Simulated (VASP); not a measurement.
# Ga in VASP: notebook, part 2 of 2

VASP 6.6.1.

**3. Single point, LDA**

This run uses another cell than the first one, of 18.54 Å³/atom, 0.985 times its volume.

Contents of INCAR:

```
PREC = Accurate
ENCUT = 520
EDIFF = 1E-6
ISMEAR = 0
SIGMA = 0.1
LREAL = F
LASPH = T
NELM = 80
ALGO = Normal
ISIF = 2
LWAVE = F
LCHARG = T
LELF = T
LVHAR = T
NBANDS = 20
```

Contents of KPOINTS:

```
Automatic mesh
0
Gamma
  7 7 6
```

Contents of POSCAR:

```
Ga
1.0
    1.3830000000     -4.0265000000      0.0000000000
    1.3830000000      4.0265000000      0.0000000000
   -0.1174474948      0.0000000000      3.3299294416
Ga
2
Direct
    0.1310000000      0.8690000000      0.7500000000
    0.8690000000      0.1310000000      0.2500000000
```

Potentials or basis: VASP PAW LDA potentials, release 64 (Ga_d).

Launch:

```console
cat potpaw_LDA.64/Ga_d/POTCAR > POTCAR
mpirun -np 1 vasp_std > vasp.out
```

OUTCAR:

```text
PREC = Accurate
   ENCUT = 520
   EDIFF = 1E-6
   ISMEAR = 0
   LREAL = F
   LASPH = T
   NELM = 80
   ISIF = 2

 ion  position               nearest neighbor table
   1  0.131  0.869  0.750-   2 2.69   2 2.69   2 2.86   2 2.86   2 2.92   2 2.92
   2  0.869  0.131  0.250-   1 2.69   1 2.69   1 2.86   1 2.86   1 2.92   1 2.92

  LATTYP: Found a base centered monoclinic cell.
 ALAT       =     2.7660000000
 B/A-ratio  =     2.9114244396
 C/A-ratio  =     1.2046276211
 COS(beta)  =    -0.0352483478

  Lattice vectors:

 A1 = (   1.3830000000,  -4.0265000000,   0.0000000000)
 A2 = (   1.3830000000,   4.0265000000,   0.0000000000)
 A3 = (  -0.1174474948,   0.0000000000,   3.3299294416)

Analysis of symmetry for initial positions (statically):
=====================================================================
 Subroutine PRICEL returns:
 Original cell was already a primitive cell.

 Routine SETGRP: Setting up the symmetry group for a
 base centered monoclinic supercell.

 Subroutine GETGRP returns: Found  4 space group operations
 (whereof  2 operations were pure point group operations)
 out of a pool of  4 trial point group operations.

The static configuration has the point symmetry S_2 .
 The point group associated with its full space group is C_2h.

Analysis of symmetry for dynamics (positions and initial velocities):
=====================================================================
 Subroutine PRICEL returns:
 Original cell was already a primitive cell.

 Routine SETGRP: Setting up the symmetry group for a
 base centered monoclinic supercell.

 Subroutine GETGRP returns: Found  4 space group operations
 (whereof  2 operations were pure point group operations)
 out of a pool of  4 trial point group operations.

The dynamic configuration has the point symmetry S_2 .
 The point group associated with its full space group is C_2h.

 Subroutine INISYM returns: Found  4 space group operations
 (whereof  2 operations are pure point group operations),
 and found     1 'primitive' translations

----------------------------------------------------------------------------------------

                                     Primitive cell

  volume of cell :      37.0864

  direct lattice vectors                    reciprocal lattice vectors
     1.383000000 -4.026500000  0.000000000     0.361532899 -0.124177325  0.012751361
     1.383000000  4.026500000  0.000000000     0.361532899  0.124177325  0.012751361
    -0.117447495  0.000000000  3.329929442     0.000000000  0.000000000  0.300306663

  length of vectors
     4.257392541  4.257392541  3.332000000     0.382476983  0.382476983  0.300306663

  position of ions in fractional coordinates (direct lattice)
     0.131000000  0.869000000  0.750000000
     0.869000000  0.131000000  0.250000000

  ion indices of the primitive-cell ions
   primitive index   ion index
                 1           1
                 2           2

----------------------------------------------------------------------------------------

 KPOINTS: Automatic mesh

Automatic generation of k-mesh.
 Grid dimensions read from file:
 generate k-points for:    7    7    6

 Generating k-lattice:

  Cartesian coordinates                     Fractional coordinates (reciprocal lattice)
     0.051647557 -0.017739618  0.001821623     0.142857143  0.000000000  0.000000000
     0.051647557  0.017739618  0.001821623     0.000000000  0.142857143  0.000000000
     0.000000000  0.000000000  0.050051111     0.000000000  0.000000000  0.166666667

  Length of vectors
     0.054639569  0.054639569  0.050051111

  Shift w.r.t. Gamma in fractional coordinates (k-lattice)
     0.000000000  0.000000000  0.000000000

 Subroutine IBZKPT returns following result:
 ===========================================

 Found     88 irreducible k-points:

 Following reciprocal coordinates:
            Coordinates               Weight
  0.000000  0.000000  0.000000      1.000000
  0.142857  0.000000  0.000000      4.000000
  0.285714 -0.000000  0.000000      4.000000
  0.428571 -0.000000 -0.000000      4.000000
  0.142857  0.142857  0.000000      2.000000
  0.285714  0.142857 -0.000000      4.000000
[... 16 lines left out ...]
 -0.142857 -0.000000  0.166667      4.000000
  0.142857  0.142857  0.166667      2.000000
 [... further k-points ...]
   k-points           NKPTS =     88   k-points in BZ     NKDIM =     88   number of bands    NBANDS=     20
   number of dos      NEDOS =    301   number of ions     NIONS =      2
   total plane-waves  NPLWV =  28672
   dimension x,y,z NGX =    32 NGY =   32 NGZ =   28
   dimension x,y,z NGXF=    64 NGYF=   64 NGZF=   56
   ions per type =               2
   NGX,Y,Z   is equivalent  to a cutoff of  12.50, 12.50, 13.97 a.u.
   NGXF,Y,Z  is equivalent  to a cutoff of  24.99, 24.99, 27.94 a.u.
 SYSTEM =  unknown system
   PREC   = accura    normal or accurate (medium, high low for compatibility)
   ISTART =      0    job   : 0-new  1-cont  2-samecut
   ICHARG =      2    charge: 1-file 2-atom 10-const
   ISPIN  =      1    spin polarized calculation?
   LNONCOLLINEAR =      F non collinear calculations
   LSORBIT =      F    spin-orbit coupling
   LASPH  =      T    aspherical Exc in radial PAW
   ENCUT  =  520.0 eV  38.22 Ry    6.18 a.u.   7.92  7.92  6.20*2*pi/ulx,y,z
   NELM   =     80;   NELMIN=  2; NELMDL= -5     # of ELM steps
   EDIFF  = 0.1E-05   stopping-criterion for ELM
   LREAL  =      F    real-space projection
   EDIFFG = 0.1E-04   stopping-criterion for IOM
   NSW    =      0    number of steps for IOM
   IBRION =     -1    ionic relax: 0-MD 1-quasi-New 2-CG
   NFREE  =      0    steps in history (QN), initial steepest desc. (CG)
   ISIF   =      2    stress and relaxation
   ISYM   =      2    0-nonsym 1-usesym 2-fastsym
   POTIM  = 0.5000    time-step for ionic-motion
   TEBEG  =    0.0;   TEEND  =   0.0 temperature during run
   PSTRESS=    0.0 pullay stress
   NELECT =      26.0000    total number of electrons
   NUPDOWN=      -1.0000    fix difference up-down
   EMIN   =  10.00;   EMAX   =-10.00  energy-range for DOS
   EFERMI =   0.00;   METHOD = LEGACY
   ISMEAR =     0;   SIGMA  =   0.10  broadening in eV -4-tet -1-fermi 0-gaus
   EFERMI_NEDOS =   21; number of points for ismear=-14 and -15
   IALGO  =     38    algorithm
   IMIX   =      4    mixing-type and parameters
     AMIX     =   0.40;   BMIX     =  1.00
     AMIX_MAG =   1.60;   BMIX_MAG =  1.00
  volume/ion in A,a.u.               =      18.54       125.14
  Fermi-wavevector in a.u.,A,eV,Ry     =   1.454323  2.748273 28.777089  2.115056
  Thomas-Fermi vector in A             =   2.571487
   LORBIT       =      0    0 simple, 1 ext, 2 COOP (PROOUT), +10 PAW based schemes
   GGA     = CA    functional components
   LHFCALC =     F    Hartree Fock is set to
   AEXX    =    0.0000 exact exchange contribution
   IVDW    =     0    specifies the selected vdW correction
   LEPSILON=     F    determine dielectric tensor
   LRPA    =     F    only Hartree local field effects (RPA)
 non-spin polarized calculation
 Gauss-broadening in eV      SIGMA  =   0.10
  energy-cutoff  :      520.00
  volume of cell :       37.09
 maximum number of plane-waves:      1015
   NGX = 15   NGY = 15   NGZ = 13

 number of electron      26.0000006 magnetization

 Free energy of the ion-electron system (eV)
  ---------------------------------------------------
  ext. energy  EPLUGINS =         0.00000000
  ---------------------------------------------------
  free energy    TOTEN  =        -7.09670873 eV

  energy without entropy =       -7.09134893  energy(sigma->0) =       -7.09402883

 E-fermi :   5.4159     XC(G=0): -11.3705

 val. band max:        5.3739613536   @ k =   0.2857   0.1429   0.5000
 cond. band min:       5.4297521959   @ k =  -0.1429  -0.2857   0.3333
 fundamental gap:      0.0557908423
 Fermi energy:         5.4158796298

 k-point     1 :       0.0000    0.0000    0.0000
  band No.  band energies     occupation
      1      -9.8354      2.00000
      2      -9.8265      2.00000
      3      -9.7933      2.00000
      4      -9.7659      2.00000
      5      -9.4938      2.00000
      6      -9.4921      2.00000
[... 12 lines left out ...]
     19      16.0364      0.00000
     20      18.5757      0.00000

 k-point     2 :       0.1429    0.0000    0.0000
  band No.  band energies     occupation
      1      -9.8197      2.00000
      2      -9.7955      2.00000
      3      -9.7495      2.00000
      4      -9.6927      2.00000
      5      -9.5304      2.00000
      6      -9.5275      2.00000
[... 498 lines left out ...]
 k-point    24 :       0.1429    0.1429    0.1667
  band No.  band energies     occupation
      1      -9.7972      2.00000
      2      -9.7162      2.00000
      3      -9.6714      2.00000
      4      -9.6477      2.00000
      5      -9.6401      2.00000
      6      -9.5147      2.00000
[... 12 lines left out ...]
     19      15.8026      0.00000
     20      17.5914      0.00000

 [... further k-points ...]
[... 5 lines left out ...]
  --------------------------------------------------------------------------------------
  -------------------------------------------------------------------------------------
  Total       -0.9538706     -0.5778212     -0.9188584      0.0000000      0.0000000     -0.1303887
  in kB      -41.2083398    -24.9625592    -39.6957741      0.0000000      0.0000000     -5.6329482
  external PRESSURE =     -35.2888910 kB  Pullay stress =       0.0000000 kB

 VOLUME and BASIS-vectors are now :
 -----------------------------------------------------------------------------
  energy-cutoff  :      520.00
  volume of cell :       37.09
      direct lattice vectors                 reciprocal lattice vectors
     1.383000000 -4.026500000  0.000000000     0.361532899 -0.124177325  0.012751361
     1.383000000  4.026500000  0.000000000     0.361532899  0.124177325  0.012751361
    -0.117447495  0.000000000  3.329929442     0.000000000  0.000000000  0.300306663

 POSITION                                       TOTAL-FORCE (eV/Angst)
 -----------------------------------------------------------------------------------
      1.29491      2.97156      2.49745         0.000000     -0.130238      0.000000
      1.35364     -2.97156      0.83248        -0.000000      0.130238     -0.000000
 -----------------------------------------------------------------------------------
    total drift:                                0.000000      0.000000     -0.000000

  FREE ENERGIE OF THE ION-ELECTRON SYSTEM (eV)
  ---------------------------------------------------
  free  energy   TOTEN  =        -7.0967087321 eV

  energy  without entropy=       -7.0913489324  energy(sigma->0) =       -7.09402883
```

OSZICAR:

```text
N       E                     dE             d eps       ncg     rms          rms(c)
DAV:   1     0.129376521498E+03    0.12938E+03   -0.13355E+04  3704   0.246E+03
DAV:   2     0.402213705376E+01   -0.12535E+03   -0.12225E+03  3640   0.379E+02
DAV:   3    -0.700454355397E+01   -0.11027E+02   -0.10974E+02  3936   0.936E+01
DAV:   4    -0.717053485941E+01   -0.16599E+00   -0.16589E+00  4056   0.127E+01
DAV:   5    -0.717338215707E+01   -0.28473E-02   -0.28471E-02  3988   0.163E+00    0.142E+00
DAV:   6    -0.711199259813E+01    0.61390E-01   -0.10638E-01  4800   0.532E+00    0.700E-01
DAV:   7    -0.709829125473E+01    0.13701E-01   -0.18001E-02  4944   0.173E+00    0.197E-01
DAV:   8    -0.709670316040E+01    0.15881E-02   -0.24159E-03  3996   0.682E-01    0.169E-02
DAV:   9    -0.709670887216E+01   -0.57118E-05   -0.93884E-05  4004   0.977E-02    0.675E-03
DAV:  10    -0.709670873206E+01    0.14009E-06   -0.73292E-06  4064   0.326E-02
   1 F= -.70967087E+01 E0= -.70940288E+01  d E =-.535980E-02
```

stdout:

```text
POSCAR found type information on POSCAR Ga
 POSCAR found :  1 types and       2 ions
 scaLAPACK will be used
 LDA part: xc-table for (Slater(with rela. corr.)+CA(PZ))
 , standard interpolation
 POSCAR, INCAR and KPOINTS ok, starting setup
 FFT: planning ... GRIDC
 FFT: planning ... GRID_SOFT
 FFT: planning ... GRID
 WAVECAR not read
 entering main loop
```

It took 19 s on 1 thread of Intel Xeon 6975P-C (Granite Rapids), shared host; peak memory 0.18 GiB.

Results:

* Free energy: -7.0967 eV
* Pressure: -3.5 GPa
* Largest force: 0.130 eV/Å
* Band gap on the k mesh: zero (band 13 reaches 9.17 eV, above the bottom of band 14 at 1.34 eV)

Forces in eV/Å, atoms in the order of the input:
```
Ga   0.000 -0.130  0.000
Ga   0.000  0.130  0.000
```

**4. Single point, LDA**

This run uses another cell than the first one, of 18.54 Å³/atom, 0.985 times its volume.

Contents of INCAR:

```
SYSTEM = Ga
ALGO = Fast
EDIFF = 1E-6
ENCUT = 520
ISIF = 2
ISMEAR = 0
LASPH = .TRUE.
LCHARG = .TRUE.
LELF = .TRUE.
LREAL = .FALSE.
LVHAR = .TRUE.
LWAVE = .FALSE.
NBANDS = 20
NELM = 80
PREC = Accurate
SIGMA = 0.1
```

Contents of KPOINTS:

```
k-points
0
G
  9 9 7
  0 0 0
```

POSCAR is that of step 3.

Launch:

```console
cat potpaw_LDA.64/Ga_d/POTCAR > POTCAR
mpirun -np 1 vasp_std > vasp.out
```

Wall time 45 s (1 thread of Intel Xeon 6975P-C (Granite Rapids), shared host); peak memory 0.21 GiB.

The run converged. Its results:

- Free energy: -7.1266 eV
- Pressure: -3.7 GPa
- Largest force: 0.164 eV/Å
- Band gap on the k mesh: zero (band 13 reaches 9.60 eV, above the bottom of band 14 at 1.95 eV)

Forces on the atoms (eV/Å):
```
Ga   0.000 -0.164  0.000
Ga   0.000  0.164  0.000
```

Stress tensor (GPa, compression positive):
```
-3.75  0.00 -0.54
 0.00 -4.80  0.00
-0.54  0.00 -2.51
```

Levels at points of the mesh, in eV from the Fermi level:
```
           k point  band 9  band 10  band 11  band 12  band 13  band 14  band 15  band 16  band 17  band 18
(0.00, 0.00, 0.00)  -14.94   -14.80   -11.32    -2.16    -1.79     1.52     5.44     9.52     9.99    10.25
```

**5. Single point, LDA**

This run uses another cell than the first one, of 18.54 Å³/atom, 0.985 times its volume.

Contents of INCAR:

```
SYSTEM = Ga
PREC = Accurate
ENCUT = 520
EDIFF = 1E-7
ISMEAR = 0
SIGMA = 0.1
LREAL = .False.
LASPH = .True.
NELM = 100
ALGO = Fast
ISIF = 2
LWAVE = .False.
LCHARG = .True.
LELF = .True.
LVHAR = .True.
NBANDS = 20
```

Contents of KPOINTS:

```
Automatic mesh
0
Gamma
  11 11 9
  0 0 0
```

POSCAR is that of step 4.

Launch:

```console
cat potpaw_LDA.64/Ga_d/POTCAR > POTCAR
mpirun -np 1 vasp_std > vasp.out
```

It took 91 s on 1 thread of Intel Xeon 6975P-C (Granite Rapids), shared host; peak memory 0.28 GiB.

Results (log left out):

- Free energy: -7.1299 eV
- Pressure: -3.6 GPa
- Largest force: 0.209 eV/Å
- Band gap on the k mesh: zero (band 13 reaches 9.53 eV, above the bottom of band 14 at 1.68 eV)

Forces on the atoms (eV/Å):
```
Ga   0.000 -0.209  0.000
Ga   0.000  0.209  0.000
```

Stress tensor (GPa, compression positive):
```
-4.27  0.00  0.32
 0.00 -3.90  0.00
 0.32  0.00 -2.70
```

Levels at points of the mesh, in eV from the Fermi level:
```
           k point  band 11  band 12  band 13  band 14  band 15  band 16
(0.00, 0.00, 0.00)   -11.29    -2.13    -1.76     1.55     5.47     9.56
```

**6. Single point, PBEsol**

This run uses another cell than the first one, of 18.54 Å³/atom, 0.985 times its volume.

Contents of INCAR:

```
SYSTEM = Ga
  PREC = Accurate
  ENCUT = 520
  EDIFF = 1E-6
  ISMEAR = -1
  SIGMA = 0.05
  LREAL = .FALSE.
  LASPH = .TRUE.
  NELM = 100
  ALGO = Fast
  ISIF = 2
  LWAVE = .FALSE.
  LCHARG = .FALSE.
  GGA = PS
  NBANDS = 20
```

Contents of KPOINTS:

```
Automatic mesh
0
G
  10 10 8
  0 0 0
```

POSCAR is that of step 5.

Potentials or basis: VASP PAW PBE potentials, release 64 (Ga_d).

Launch:

```console
cat potpaw_PBE.64/Ga_d/POTCAR > POTCAR
mpirun -np 1 vasp_std > vasp.out
```

Wall time 2.1 min (1 thread of AMD EPYC 7R13 (Zen 3), shared host); peak memory 0.24 GiB.

The run converged. Its results:

* Free energy: -6.6743 eV
* Pressure: -1.9 GPa
* Largest force: 0.198 eV/Å
* Band gap on the k mesh: zero (band 13 reaches 9.49 eV, above the bottom of band 14 at 1.09 eV)

Forces in eV/Å, atoms in the order of the input:
```
Ga   0.000 -0.198  0.000
Ga   0.000  0.198  0.000
```

Stress tensor (GPa, compression positive):
```
-1.30  0.00  0.42
 0.00 -1.79  0.00
 0.42  0.00 -2.73
```

Levels at points of the mesh, in eV from the Fermi level:
```
           k point  band 9  band 10  band 11  band 12  band 13  band 14  band 15  band 16  band 17  band 18
(0.00, 0.00, 0.00)  -14.70   -14.56   -11.23    -2.09    -1.62     1.63     5.43     9.69    10.18    10.42
(0.50, 0.00, 0.00)  -14.62   -14.58    -6.05    -5.02    -1.34     0.00     5.78     6.59     8.45     9.29
(0.50, 0.50, 0.00)  -14.66   -14.62    -9.10    -8.60     4.00     4.58     5.82     6.05     7.55    10.95
(0.00, 0.00, 0.50)  -14.63   -14.63    -7.78    -7.78     1.70     1.70     2.44     2.44    11.65    11.65
(0.50, 0.00, 0.50)  -14.58   -14.58    -2.86    -2.85    -1.64    -1.50     1.75     2.30     4.30     4.76
(0.50, 0.50, 0.50)  -14.71   -14.71    -6.00    -6.00    -4.40    -4.40    10.85    10.85    11.79    11.79
```

Caveat: the PAW data sets were made with another functional, which shifts forces and pressure a little.

**7. Overview**

```tsv
level	potentials or basis	cell	k mesh	smearing	gap on the mesh (eV)	pressure (GPa)	largest force (eV/Å)
BLYP+D3(BJ)	VASP PAW PBE potentials, release 64 (Ga_d)	a = 4.309, b = 4.309, c = 3.221 Å, angles 90.0, 90.0, 141.0°, 2 atoms	10 × 10 × 8	fermi-dirac 0.05 eV	none	0.0	-
LDA	VASP PAW LDA potentials, release 64 (Ga_d)	a = 4.257, b = 4.257, c = 3.332 Å, angles 90.7, 90.7, 142.1°, 2 atoms	7 × 7 × 6	gaussian 0.1 eV	none	-3.5	0.13
LDA	VASP PAW LDA potentials, release 64 (Ga_d)	a = 4.257, b = 4.257, c = 3.332 Å, angles 90.7, 90.7, 142.1°, 2 atoms	9 × 9 × 7	gaussian 0.1 eV	none	-3.7	0.16
LDA	VASP PAW LDA potentials, release 64 (Ga_d)	a = 4.257, b = 4.257, c = 3.332 Å, angles 90.7, 90.7, 142.1°, 2 atoms	11 × 11 × 9	gaussian 0.1 eV	none	-3.6	0.21
PBEsol	VASP PAW PBE potentials, release 64 (Ga_d)	a = 4.257, b = 4.257, c = 3.332 Å, angles 90.7, 90.7, 142.1°, 2 atoms	10 × 10 × 8	fermi-dirac 0.05 eV	none	-1.9	0.20
```

Alike in all rows: task single point; no spin polarisation; cutoff (eV) 520.

Caveats: the PAW data sets were made with another functional, which shifts forces and pressure a little (some runs); pairwise dispersion overbinds metals, which lowers pressure and volume (some runs).

Absolute energies hang on the potentials; compare differences alone.
